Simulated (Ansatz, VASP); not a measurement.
**Zn5CdS6: VASP beside Ansatz**

```
Zn Cd S
1.0
     3.89365    0.00000    0.00000
    -1.94682    3.37200    0.00000
     0.00000    0.00000   19.27717
Zn Cd S
5 1 6
Direct
  0.33333 0.66667 0.99588
  0.33333 0.66667 0.67100
  0.66667 0.33333 0.15794
  0.66667 0.33333 0.50861
  0.66667 0.33333 0.83343
  0.33333 0.66667 0.33620
  0.33333 0.66667 0.11832
  0.33333 0.66667 0.46847
  0.33333 0.66667 0.79344
  0.66667 0.33333 0.27982
  0.66667 0.33333 0.63103
  0.66667 0.33333 0.95586
```

Alike in both runs: functional PBE; k mesh 12 × 12 × 2; occupations gaussian, width 0.02 eV; no spin polarisation.

Ansatz relaxed the structure, and its values are those at the end. VASP's run is a single point on that final structure, the one shown.

|  | VASP | Ansatz |
| --- | --- | --- |
| version | VASP 6.6.1 | Ansatz 0.2.0 |
| potentials or method | VASP PAW PBE potentials, release 64 (Zn, Cd, S), cutoff 520 eV | scalar-relativistic, plane waves, PAW |
| valence electrons in the cell | 108 | 116 |

Ansatz gave:

```
gap on the k mesh at the Fermi level (eV) : 1.58
least direct gap on the mesh (eV)         : 1.58
pressure (GPa)                            : 0.0
rms of the force components (eV/Å)        : 0.001
```

Q: What did VASP give for the same quantities?

A: gap on the k mesh at the Fermi level (eV): 1.58; least direct gap on the mesh (eV): 1.58; pressure (GPa): 0.2; rms of the force components (eV/Å): 0.006.

The functional is the same, so the differences come from potentials, cutoffs and numerics. VASP's potentials hold 108 valence electrons a cell and Ansatz's 116, so a difference there can come from the potentials and not from the codes.
